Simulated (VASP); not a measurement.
# Sc3W (P-6m2) in VASP: further runs

The runs below take Sc3W through relaxation of cell and atoms, single point, with PBE.

All numbers are computed with VASP 6.6.1; they aren't measurements. Logs are shortened: lines on timing, memory, paths and dates and some standing lists are left out, and cuts for length are marked.

## (1) The cell of the first run

Symmetry: P-6m2, No. 187, hexagonal system. Conventional cell: a = 2.965 Å, b = 2.965 Å, c = 8.912 Å, α = 90.00°, β = 90.00°, γ = 120.00°. Sc (site symmetry -6m2) has 12 Sc at 2.76 to 2.96 Å within 3.6 Å. Within 3.6 Å of Sc (site symmetry 3m) lie 9 Sc at 2.76 to 2.96 Å and 3 W at 2.86 Å. Within 3.8 Å of W (site symmetry -6m2) lie 6 Sc at 2.86 Å and 6 W at 2.96 Å.

The cell was generated, and may not be a known phase.

## (2) Relaxation of cell and atoms, PBE

INCAR reads:

```
PREC = Accurate
ENCUT = 600
EDIFF = 1E-6
ISMEAR = 0
SIGMA = 0.1
LREAL = False
LASPH = True
NELM = 60
ALGO = Normal
ISIF = 3
LWAVE = False
LCHARG = False
GGA = PE
IBRION = 2
NSW = 90
EDIFFG = -0.04
```

KPOINTS reads:

```
Automatic mesh
0
Gamma
  6 6 2
```

POSCAR reads:

```
Sc3W
1.0
    2.9645799200      0.0000000000      0.0000000000
   -1.4822899600      2.5674015200      0.0000000000
    0.0000000000      0.0000000000      8.9118428800
Sc W
3 1
Direct
    0.6666666700      0.3333333300      0.5000000000
    0.3333333300      0.6666666700      0.2567962400
    0.3333333300      0.6666666700      0.7432037600
    0.6666666700      0.3333333300      0.0000000000
```

Potentials or basis: VASP PAW PBE potentials, release 64 (Sc_sv, W_sv).

Started as:

```console
$ cat potpaw_PBE.64/Sc_sv/POTCAR potpaw_PBE.64/W_sv/POTCAR > POTCAR
$ mpirun -np 1 vasp_std > vasp.out
```

OUTCAR:

```text
PREC = Accurate
   ENCUT = 600
   EDIFF = 1E-6
   ISMEAR = 0
   LREAL = False
   LASPH = True
   NELM = 60
   ISIF = 3
   GGA = PE
   IBRION = 2
   NSW = 90
   EDIFFG = -0.04

 ion  position               nearest neighbor table
   1  0.667  0.333  0.500-   2 2.76   3 2.76   2 2.76   3 2.76   2 2.76   3 2.76
   2  0.333  0.667  0.257-   1 2.76   1 2.76   1 2.76   4 2.86   4 2.86   4 2.86
   3  0.333  0.667  0.743-   1 2.76   1 2.76   1 2.76   4 2.86   4 2.86   4 2.86
   4  0.667  0.333  0.000-   2 2.86   3 2.86   2 2.86   3 2.86   2 2.86   3 2.86

  LATTYP: Found a hexagonal cell.
 ALAT       =     2.9645799200
 C/A-ratio  =     3.0061064706

  Lattice vectors:

 A1 = (   2.9645799200,   0.0000000000,   0.0000000000)
 A2 = (  -1.4822899600,   2.5674015200,   0.0000000000)
 A3 = (   0.0000000000,   0.0000000000,   8.9118428800)

Analysis of symmetry for initial positions (statically):
=====================================================================
 Subroutine PRICEL returns:
 Original cell was already a primitive cell.

 Routine SETGRP: Setting up the symmetry group for a
 hexagonal supercell.

 Subroutine GETGRP returns: Found 12 space group operations
 (whereof 12 operations were pure point group operations)
 out of a pool of 24 trial point group operations.

The static configuration has the point symmetry D_3h.

Analysis of symmetry for dynamics (positions and initial velocities):
=====================================================================
 Subroutine PRICEL returns:
 Original cell was already a primitive cell.

 Routine SETGRP: Setting up the symmetry group for a
 hexagonal supercell.

 Subroutine GETGRP returns: Found 12 space group operations
 (whereof 12 operations were pure point group operations)
 out of a pool of 24 trial point group operations.

The dynamic configuration has the point symmetry D_3h.

 Subroutine INISYM returns: Found 12 space group operations
 (whereof 12 operations are pure point group operations),
 and found     1 'primitive' translations

----------------------------------------------------------------------------------------

                                     Primitive cell

  volume of cell :      67.8304

  direct lattice vectors                    reciprocal lattice vectors
     2.964579920  0.000000000  0.000000000     0.337315919  0.194749437  0.000000000
    -1.482289960  2.567401520  0.000000000     0.000000000  0.389498874  0.000000000
     0.000000000  0.000000000  8.911842880     0.000000000  0.000000000  0.112210237

  length of vectors
     2.964579920  2.964579918  8.911842880     0.389498873  0.389498874  0.112210237

  position of ions in fractional coordinates (direct lattice)
     0.666666670  0.333333330  0.500000000
     0.333333330  0.666666670  0.256796240
     0.333333330  0.666666670  0.743203760
     0.666666670  0.333333330  0.000000000

  ion indices of the primitive-cell ions
   primitive index   ion index
                 1           1
                 2           2
                 3           3
                 4           4

----------------------------------------------------------------------------------------

 KPOINTS: Automatic mesh

Automatic generation of k-mesh.
 Grid dimensions read from file:
 generate k-points for:    6    6    2

 Generating k-lattice:

  Cartesian coordinates                     Fractional coordinates (reciprocal lattice)
     0.056219320  0.032458239  0.000000000     0.166666667 -0.000000000  0.000000000
     0.000000000  0.064916479  0.000000000     0.000000000  0.166666667  0.000000000
     0.000000000  0.000000000  0.056105118     0.000000000  0.000000000  0.500000000

  Length of vectors
     0.064916479  0.064916479  0.056105118

  Shift w.r.t. Gamma in fractional coordinates (k-lattice)
     0.000000000  0.000000000  0.000000000

 Subroutine IBZKPT returns following result:
 ===========================================

 Found     14 irreducible k-points:

 Following reciprocal coordinates:
            Coordinates               Weight
  0.000000  0.000000  0.000000      1.000000
  0.166667  0.000000  0.000000      6.000000
  0.333333 -0.000000  0.000000      6.000000
  0.500000 -0.000000  0.000000      3.000000
  0.166667  0.166667  0.000000      6.000000
  0.333333  0.166667  0.000000     12.000000
  0.333333  0.333333  0.000000      2.000000
  0.000000  0.000000  0.500000      1.000000
  0.166667  0.000000  0.500000      6.000000
  0.333333 -0.000000  0.500000      6.000000
  0.500000 -0.000000  0.500000      3.000000
  0.166667  0.166667  0.500000      6.000000
  0.333333  0.166667  0.500000     12.000000
  0.333333  0.333333  0.500000      2.000000
   k-points           NKPTS =     14   k-points in BZ     NKDIM =     14   number of bands    NBANDS=     28
   number of dos      NEDOS =    301   number of ions     NIONS =      4
   total plane-waves  NPLWV =  41472
   dimension x,y,z NGX =    24 NGY =   24 NGZ =   72
   dimension x,y,z NGXF=    48 NGYF=   48 NGZF=  144
   ions per type =               3   1
   NGX,Y,Z   is equivalent  to a cutoff of  13.46, 13.46, 13.43 a.u.
   NGXF,Y,Z  is equivalent  to a cutoff of  26.92, 26.92, 26.86 a.u.
 SYSTEM =  unknown system
   PREC   = accura    normal or accurate (medium, high low for compatibility)
   ISTART =      0    job   : 0-new  1-cont  2-samecut
   ICHARG =      2    charge: 1-file 2-atom 10-const
   ISPIN  =      1    spin polarized calculation?
   LNONCOLLINEAR =      F non collinear calculations
   LSORBIT =      F    spin-orbit coupling
   LASPH  =      T    aspherical Exc in radial PAW
   ENCUT  =  600.0 eV  44.10 Ry    6.64 a.u.   5.92  5.92 17.80*2*pi/ulx,y,z
   NELM   =     60;   NELMIN=  2; NELMDL= -5     # of ELM steps
   EDIFF  = 0.1E-05   stopping-criterion for ELM
   LREAL  =      F    real-space projection
   EDIFFG = -.4E-01   stopping-criterion for IOM
   NSW    =     90    number of steps for IOM
   IBRION =      2    ionic relax: 0-MD 1-quasi-New 2-CG
   NFREE  =      1    steps in history (QN), initial steepest desc. (CG)
   ISIF   =      3    stress and relaxation
   ISYM   =      2    0-nonsym 1-usesym 2-fastsym
   POTIM  = 0.5000    time-step for ionic-motion
   TEBEG  =    0.0;   TEEND  =   0.0 temperature during run
   PSTRESS=    0.0 pullay stress
   NELECT =      47.0000    total number of electrons
   NUPDOWN=      -1.0000    fix difference up-down
   EMIN   =  10.00;   EMAX   =-10.00  energy-range for DOS
   EFERMI =   0.00;   METHOD = LEGACY
   ISMEAR =     0;   SIGMA  =   0.10  broadening in eV -4-tet -1-fermi 0-gaus
   EFERMI_NEDOS =   21; number of points for ismear=-14 and -15
   IALGO  =     38    algorithm
   IMIX   =      4    mixing-type and parameters
     AMIX     =   0.40;   BMIX     =  1.00
     AMIX_MAG =   1.60;   BMIX_MAG =  1.00
  volume/ion in A,a.u.               =      16.96       114.44
  Fermi-wavevector in a.u.,A,eV,Ry     =   1.448658  2.737567 28.553334  2.098611
  Thomas-Fermi vector in A             =   2.566474
   LORBIT       =      0    0 simple, 1 ext, 2 COOP (PROOUT), +10 PAW based schemes
   GGA     = PE    functional components
   LHFCALC =     F    Hartree Fock is set to
   AEXX    =    0.0000 exact exchange contribution
   IVDW    =     0    specifies the selected vdW correction
   LEPSILON=     F    determine dielectric tensor
   LRPA    =     F    only Hartree local field effects (RPA)
 conjugate gradient relaxation of ions
 non-spin polarized calculation
 Gauss-broadening in eV      SIGMA  =   0.10
  energy-cutoff  :      600.00
  volume of cell :       67.83
 maximum number of plane-waves:      2296
 NGX is ok and might be reduce to    24
   NGX = 11   NGY = 11   NGZ = 35

--------------------------------------- Ionic step        1  -------------------------------------------

 number of electron      47.0000007 magnetization

 Free energy of the ion-electron system (eV)
  ---------------------------------------------------
  ext. energy  EPLUGINS =         0.00000000
  ---------------------------------------------------
  free energy    TOTEN  =       -28.99802998 eV

  energy without entropy =      -28.97570486  energy(sigma->0) =      -28.98686742

------------------------ aborting loop because EDIFF is reached ----------------------------------------

  FORCE on cell =-STRESS in cart. coord.  units (eV):
  Direction    XX          YY          ZZ          XY          YZ          ZX
  --------------------------------------------------------------------------------------
  -------------------------------------------------------------------------------------
  Total        8.4135609      8.4135608     14.1784048      0.0000000      0.0000000      0.0000000
  in kB      198.7311499    198.7311495    334.8987103      0.0000000      0.0000000      0.0000000
  external PRESSURE =     244.1203366 kB  Pullay stress =       0.0000000 kB
[... 95 lines left out ...]
  FREE ENERGIE OF THE ION-ELECTRON SYSTEM (eV)
  ---------------------------------------------------
  free  energy   TOTEN  =       -30.2130151718 eV

  energy  without entropy=      -30.1859727413  energy(sigma->0) =      -30.19949396

[... ionic steps 4 to 7 ...]

--------------------------------------- Ionic step        8  -------------------------------------------

 number of electron      46.9999997 magnetization

------------------------ aborting loop because EDIFF is reached ----------------------------------------

  FORCE on cell =-STRESS in cart. coord.  units (eV):
  Direction    XX          YY          ZZ          XY          YZ          ZX
  --------------------------------------------------------------------------------------
  -------------------------------------------------------------------------------------
  Total        0.6130857      0.6130857      0.8114833      0.0000000      0.0000000      0.0000000
  in kB       11.8074180     11.8074179     15.6283555      0.0000000      0.0000000      0.0000000
  external PRESSURE =      13.0810638 kB  Pullay stress =       0.0000000 kB
[... 61 lines left out ...]
  energy  without entropy=      -30.5134174069  energy(sigma->0) =      -30.52909208

--------------------------------------- Ionic step       10  -------------------------------------------

 number of electron      47.0000003 magnetization

 Free energy of the ion-electron system (eV)
  ---------------------------------------------------
  ext. energy  EPLUGINS =         0.00000000
  ---------------------------------------------------
  free energy    TOTEN  =       -30.55008741 eV

  energy without entropy =      -30.52086914  energy(sigma->0) =      -30.53547827

 E-fermi :   5.3975     XC(G=0): -10.8761

 val. band max:        5.3865594058   @ k =   0.0000   0.0000   0.0000
 cond. band min:       5.4558792428   @ k =   0.3333   0.3333   0.0000
 fundamental gap:      0.0693198370
 Fermi energy:         5.3975362969

 k-point     1 :       0.0000    0.0000    0.0000
  band No.  band energies     occupation
      1     -68.4922      2.00000
      2     -43.7934      2.00000
      3     -43.7084      2.00000
      4     -43.7021      2.00000
      5     -32.6740      2.00000
      6     -32.4349      2.00000
[... 454 lines left out ...]
  FREE ENERGIE OF THE ION-ELECTRON SYSTEM (eV)
  ---------------------------------------------------
  free  energy   TOTEN  =       -30.5500874054 eV

  energy  without entropy=      -30.5208691418  energy(sigma->0) =      -30.53547827

 reached required accuracy - stopping structural energy minimisation
```

It took 3.8 min on 1 thread of Intel Xeon Platinum 8259CL at 2.50GHz (Skylake/Cascade Lake), shared host; peak memory 0.22 GiB.

What came out:

* Free energy: -30.5501 eV
* Relaxed volume: 21.14 Å³/atom
* Relaxed cell: a = 3.096 Å, b = 3.096 Å, c = 10.186 Å, α = 90.00°, β = 90.00°, γ = 120.00°
* Space group after relaxing (to 0.1 Å): P-6m2 (No. 187)
* Energy gained by relaxing: 388.0 meV/atom
* Ionic steps: 10
* Pressure after relaxing: 0.0 GPa
* Largest force after relaxing: 0.038 eV/Å
* Band gap on the k mesh: zero (an odd number of electrons rules out a gap without spin polarisation)

Forces in eV/Å, atoms in the order of the input:
```
Sc   0.000  0.000  0.000
Sc   0.000  0.000 -0.038
Sc   0.000  0.000  0.038
W    0.000  0.000  0.000
```

Step by step:
| step | energy change (eV) | largest force (eV/Å) | pressure (GPa) | volume (Å³) |
| --- | --- | --- | --- | --- |
| 1 | 0.0000 | 1.2866 | 24.41 | 67.83 |
| 2 | -0.8281 | 1.1927 | -10.26 | 96.37 |
| 3 | -1.2150 | 1.2807 | -1.81 | 84.51 |
| 4 | -1.4129 | 0.8678 | -1.12 | 83.97 |
| 5 | -1.4852 | 0.5375 | -0.17 | 83.40 |
| 6 | -1.4873 | 0.4791 | 0.05 | 83.28 |
| 7 | -1.5338 | 0.2524 | 0.64 | 83.24 |
| 8 | -1.5465 | 0.0281 | 1.31 | 83.19 |
| 9 | -1.5467 | 0.0494 | -1.31 | 85.90 |
| 10 | -1.5521 | 0.0385 | -0.04 | 84.55 |

Final structure:
```xyz
4
Lattice="3.0959 0.0000 0.0000 -1.5479 2.6811 0.0000 0.0000 0.0000 10.1861" Properties=species:S:1:pos:R:3 pbc="T T T"
Sc    1.5479    0.8937    5.0931
Sc    0.0000    1.7874    2.3553
Sc    0.0000    1.7874    7.8308
W     1.5479    0.8937    0.0000
```

Caveat: the k points lie up to 0.39 Å⁻¹ apart in the final cell, too coarse for converged energies and pressures of a metal; the volume moved by over 15 % at a fixed basis, so the end points are rough; spin-orbit coupling is left out, which moves the levels of the heavy elements.

## (3) Single point, PBE, collinear spin

This run uses another cell than the first one, of 21.13 Å³/atom.

INCAR reads:

```
PREC = Accurate
ENCUT = 520
EDIFF = 1E-6
ISMEAR = 0
SIGMA = 0.1
LREAL = F
LASPH = T
NELM = 150
ALGO = Normal
ISIF = 2
LWAVE = F
LCHARG = T
ISPIN = 2
MAGMOM = 1 1 1 0
LORBIT = 11
LMAXMIX = 4
GGA = PE
LELF = T
LVHAR = T
NBANDS = 36
```

KPOINTS reads:

```
regular mesh
0
Gamma
  6 6 2
```

POSCAR reads:

```
Sc3W
1.0
    3.0915319793      0.0000000000      0.0000000000
   -1.5457659897      2.6773452307      0.0000000000
    0.0000000000      0.0000000000     10.2108798906
Sc W
3 1
Direct
    0.6666666667      0.3333333333      0.5000000000
    0.3333333333      0.6666666667      0.2304243706
    0.3333333333      0.6666666667      0.7695756294
    0.6666666667      0.3333333333      0.0000000000
```

Potentials or basis: VASP PAW PBE potentials, release 64 (Sc_sv, W_sv).

Started as:

```console
$ cat potpaw_PBE.64/Sc_sv/POTCAR potpaw_PBE.64/W_sv/POTCAR > POTCAR
$ mpirun -np 1 vasp_std > vasp.out
```

Run time: 1.8 min. Hardware: 1 thread of Intel Xeon Platinum 8259CL at 2.50GHz (Skylake/Cascade Lake), shared host; peak memory 0.27 GiB.

It converged, with:

```
Free energy                                           : -30.5793 eV
Pressure                                              : 0.3 GPa
Largest force                                         : 0.035 eV/Å
Net moment                                            : 0.81 μB per cell
Site moments                                          : Sc +0.37, +0.05 (each value once); W +0.03 μB
Valence electrons inside the program's atomic spheres : Sc 9.48, 9.53 (each value once); W 11.79
```

Forces on the atoms (eV/Å):
```
Sc   0.000  0.000  0.000
Sc   0.000  0.000 -0.035
Sc   0.000  0.000  0.035
W    0.000  0.000  0.000
```

Stress tensor (GPa, compression positive):
```
 0.60  0.00  0.00
 0.00  0.60  0.00
 0.00  0.00 -0.27
```

Levels at points of the mesh, in eV from the Fermi level:
Spin up:
```tsv
k point	band 22	band 23	band 24	band 25	band 26	band 27
(0.00, 0.00, 0.00)	-0.19	-0.16	0.04	0.96	0.96	1.10
(0.50, 0.00, 0.00)	-0.90	-0.29	-0.27	0.35	0.87	1.13
(0.00, 0.00, 0.50)	-0.19	-0.19	0.48	0.95	0.95	0.96
(0.50, 0.00, 0.50)	-0.86	-0.66	-0.41	0.37	1.22	1.23
```
Spin down:
```tsv
k point	band 21	band 22	band 23	band 24	band 25	band 26
(0.00, 0.00, 0.00)	-0.18	-0.18	0.13	0.23	0.99	0.99
(0.50, 0.00, 0.00)	-1.18	-0.77	-0.17	0.21	0.38	1.03
(0.00, 0.00, 0.50)	-0.55	-0.18	-0.18	0.78	0.98	0.98
(0.50, 0.00, 0.50)	-1.10	-0.72	-0.51	0.03	0.40	1.27
```

Caveat: the k points lie up to 0.39 Å⁻¹ apart; a moment this small can come from the mesh or the smearing; spin-orbit coupling is left out, which moves the levels of the heavy elements.

The gap in the log of VASP goes by the Fermi energy; the results here count the filled bands.